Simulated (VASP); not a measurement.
Wanted: the native input for a VASP 6.6.1 run.

```
Task                   : single point
Functional             : PBE
Potentials or basis    : VASP PAW PBE potentials, release 64 (W_sv)
Cutoff                 : 520 eV
k mesh                 : 7 × 7 × 7
Occupations            : methfessel-paxton, width 0.1 eV
Spin                   : no spin polarisation
Dipole correction      : no
Further INCAR settings : ALGO = Normal; EDIFF = 1e-07; NBANDS = 21
```

The structure of W lies in POSCAR:

```
W
1.0
    0.0000000000      2.9132019586      2.9132019586
    2.9132019586      0.0000000000      2.9132019586
    2.9132019586      2.9132019586      0.0000000000
W
2
Direct
    0.0000000000      0.0000000000      0.0000000000
    0.2500000000      0.2500000000      0.2500000000
```

The input as run:

INCAR

```
ALGO = Normal ; EDIFF = 1E-7
ENCUT = 520 ; GGA = PE
ISIF = 2 ; ISMEAR = 1
LASPH = T ; LCHARG = F
LREAL = F ; LWAVE = F
NBANDS = 21 ; NELM = 100
PREC = Accurate ; SIGMA = 0.1
```

KPOINTS

```
k-points
0
Gamma
  7 7 7
```

Potentials or basis: VASP PAW PBE potentials, release 64 (W_sv).

Launch:

```console
$ cat potpaw_PBE.64/W_sv/POTCAR > POTCAR
$ mpirun -np 1 vasp_std > vasp.out
```

It gave:

```yaml
Pressure: 0.5 GPa
Band_gap_on_the_k_mesh: zero (band 14 reaches 5.64 eV, above the bottom of band 15 at 4.80 eV)
```

Caveat: spin-orbit coupling is left out, which moves the levels of the heavy elements.

Wall time 24 s on 1 thread of Intel Xeon 8259CL (shared host), peak memory 0.17 GiB.
